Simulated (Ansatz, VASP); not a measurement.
# B5P3 in VASP and in Ansatz

INCAR

```
  PREC = Accurate
  ENCUT = 600
  EDIFF = 1E-6
  ISMEAR = 0
  SIGMA = 0.1
  LREAL = F
  LASPH = T
  NELM = 80
  ALGO = Normal
  ISIF = 3
  LWAVE = F
  LCHARG = F
  GGA = PE
  IBRION = 2
  NSW = 100
  EDIFFG = -0.01
```

The input KPOINTS:

```
Automatic mesh
0
Gamma
  10 10 10
```

File POSCAR:

```
B5P3
1.0
   -2.5254031183      2.5254031183      2.8370758626
    2.5254031183     -2.5254031183      2.8370758626
    2.5254031183      2.5254031183     -2.8370758626
B P
5 3
Direct
    0.5000000000      0.5000000000      0.5000000000
    0.0000000000      0.0000000000      0.5000000000
    0.5000000000      0.0000000000      0.0000000000
    0.0000000000      0.5000000000      0.0000000000
    0.0000000000      0.0000000000      0.0000000000
    0.5000000000      0.0000000000      0.5000000000
    0.0000000000      0.5000000000      0.5000000000
    0.5000000000      0.5000000000      0.0000000000
```

Input for Ansatz:

```yaml
crystal:
  lattice:
    - [-2.5254031183, 2.5254031183, 2.8370758626]
    - [2.5254031183, -2.5254031183, 2.8370758626]
    - [2.5254031183, 2.5254031183, -2.8370758626]
  atoms:
    - { symbol: B, position: [0.5, 0.5, 0.5] }
    - { symbol: B, position: [0.0, 0.0, 0.5] }
    - { symbol: B, position: [0.5, 0.0, 0.0] }
    - { symbol: B, position: [0.0, 0.5, 0.0] }
    - { symbol: B, position: [0.0, 0.0, 0.0] }
    - { symbol: P, position: [0.5, 0.0, 0.5] }
    - { symbol: P, position: [0.0, 0.5, 0.5] }
    - { symbol: P, position: [0.5, 0.5, 0.0] }
basis:
  ecutwfc: 420
kpoints:
  mp_grid: { grid: [10, 10, 10] }
hamiltonian:
  xc: pbe
scf:
  occupations: { method: gaussian, width: 0.1 }
output:
  forces: true
  stress: true
  eigenvalues: true
relax:
  adjacent_minimum: "off"
  f_tol: 0.01
  max_steps: 80
  cell: { stress_tol: 0.05 }
```

Change from the starting cell: species swapped into the Li3Mg5 type (I4/mmm, No. 139).

Alike in both runs: task relaxation of cell and atoms; functional PBE; k mesh 10 × 10 × 10; occupations gaussian, width 0.1 eV; no spin polarisation.

```csv
,VASP,Ansatz
version,VASP 6.6.1,Ansatz 0.2.0
potentials or method,"VASP PAW PBE potentials, release 64 (B, P), cutoff 600 eV","scalar-relativistic, plane waves, PAW"
valence electrons in the cell,30,30
```

|  | VASP | Ansatz | Ansatz less VASP |
| --- | --- | --- | --- |
| gap on the k mesh at the Fermi level, each at its own relaxed structure (eV) | none | none | - |
| relaxed volume (Å³/atom) | 9.04 | 9.06 | +0.021 |
| relaxed cell length with the largest relative difference (Å) | 4.562 | 4.565 | +0.0034 |

A gap of «none» marks a metal or a gap that the smearing closes.
